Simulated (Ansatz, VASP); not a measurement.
ZnO in VASP and in Ansatz

File INCAR:

```
  PREC = Accurate
  ENCUT = 520
  EDIFF = 1E-6
  ISMEAR = 0
  SIGMA = 0.01
  LREAL = False
  LASPH = True
  NELM = 60
  ALGO = Normal
  ISIF = 2
  LWAVE = False
  LCHARG = True
  LELF = True
  LVHAR = True
  NBANDS = 26
```

The input KPOINTS:

```
Automatic mesh
0
Gamma
  9 9 6
```

File POSCAR:

```
ZnO
1.0
    3.2309097002      0.0000000000      0.0000000000
   -1.6154548501      2.7980498777      0.0000000000
    0.0000000000      0.0000000000      5.2156080707
Zn O
2 2
Direct
    0.3333333333      0.6666666667     -0.0590000000
    0.6666666667      0.3333333333      0.4410000000
    0.3333333333      0.6666666667      0.4410000000
    0.6666666667      0.3333333333      0.9410000000
```

Input for Ansatz:

```yaml
crystal:
  lattice:
    - [3.2309097002, 0.0, 0.0]
    - [-1.6154548501, 2.7980498777, 0.0]
    - [0.0, 0.0, 5.2156080707]
  atoms:
    - { symbol: Zn, position: [0.3333333333, 0.6666666667, -0.059] }
    - { symbol: Zn, position: [0.6666666667, 0.3333333333, 0.441] }
    - { symbol: O, position: [0.3333333333, 0.6666666667, 0.441] }
    - { symbol: O, position: [0.6666666667, 0.3333333333, 0.941] }
basis:
  ecutwfc: 420
  xc_grid: 2
kpoints:
  mp_grid: { grid: [9, 9, 6] }
hamiltonian:
  xc: lda
  pseudopotentials: { kind: paw, azcp: { folder: soft_1 } }
scf:
  occupations: { method: fixed }
output:
  forces: true
  stress: true
  eigenvalues: true
  polarization: {}
```

Change from the starting cell: polar distortion scaled by 0.00.

Alike in both runs: task single point; functional LDA; k mesh 9 × 9 × 6; no spin polarisation.

```csv
,VASP,Ansatz
version,VASP 6.6.1,Ansatz 0.2.0
potentials or method,"VASP PAW LDA potentials, release 64 (Zn, O), cutoff 520 eV","scalar-relativistic, plane waves, PAW"
occupations,"gaussian, width 0.01 eV",fixed
valence electrons in the cell,36,36
```

|  | VASP | Ansatz | Ansatz less VASP |
| --- | --- | --- | --- |
| gap on the k mesh at the Fermi level (eV) | 0.89 | 0.86 | -0.024 |
| least direct gap on the mesh (eV) | 0.89 | 0.86 | -0.024 |
| pressure (GPa) | 2.6 | 1.3 | -1.24 |
| traceless stress, the component that is largest in VASP (GPa) | -9.74 | -8.53 | +1.214 |

Ansatz warns that its potentials were made for another functional, while VASP's fit it. LDA's correlation is that of Perdew and Zunger in VASP and of Perdew and Wang (1992) in Ansatz.
